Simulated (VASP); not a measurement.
Wanted: the native input for a VASP 6.6.1 run.

```yaml
Task: single point
Functional: PBE
Potentials_or_basis: VASP PAW PBE potentials, release 64 (Be)
Cutoff: 520 eV
k_mesh: 41 × 41 × 23
Occupations: methfessel-paxton, width 0.1 eV
Spin: no spin polarisation
Dipole_correction: no
Further_INCAR_settings: ALGO = Normal; EDIFF = 1e-06; NBANDS = 9
```

The structure of Be lies in POSCAR:

```
Be
1.0
    2.2652065270      0.0000000000      0.0000000000
   -1.1326032630      1.9617263970      0.0000000000
    0.0000000000      0.0000000000      3.5595516090
Be
2
Direct
    0.0000000000      0.0000000000      0.0000000000
    0.3333333333      0.6666666667      0.5000000000
```

The input as run:

INCAR

```
SYSTEM = Be
ALGO     = Normal         ! electronic algorithm
EDIFF    = 1E-6           ! SCF threshold, eV
ENCUT    = 520            ! plane-wave cutoff, eV
GGA      = PE             ! functional
ISIF     = 2              ! what is computed and relaxed
ISMEAR   = 1              ! smearing method
LASPH    = .TRUE.         ! aspherical terms in the spheres
LCHARG   = .TRUE.         ! write CHGCAR
LELF     = .TRUE.         ! ELF
LREAL    = .FALSE.        ! projectors in reciprocal space
LVHAR    = .TRUE.       
LWAVE    = .FALSE.        ! write WAVECAR
NBANDS   = 9              ! bands
NELM     = 60             ! most SCF steps
PREC     = Accurate       ! precision mode
SIGMA    = 0.1            ! smearing width, eV
```

KPOINTS

```
k-points
0
G
  41 41 23
  0 0 0
```

Potentials or basis: VASP PAW PBE potentials, release 64 (Be).

The run is started by

```sh
$ cat potpaw_PBE.64/Be/POTCAR > POTCAR
$ mpirun -np 1 vasp_std > vasp.out
```

It gave:

```json
{
  "Pressure": "0.2 GPa",
  "Band gap on the k mesh": "zero (bands 2 and 3 overlap by 1.85 eV)"
}
```

It took 74 s on 1 thread of Intel(R) Xeon(R) 6975P-C (Granite Rapids), with other jobs on the host, peak memory 0.32 GiB.
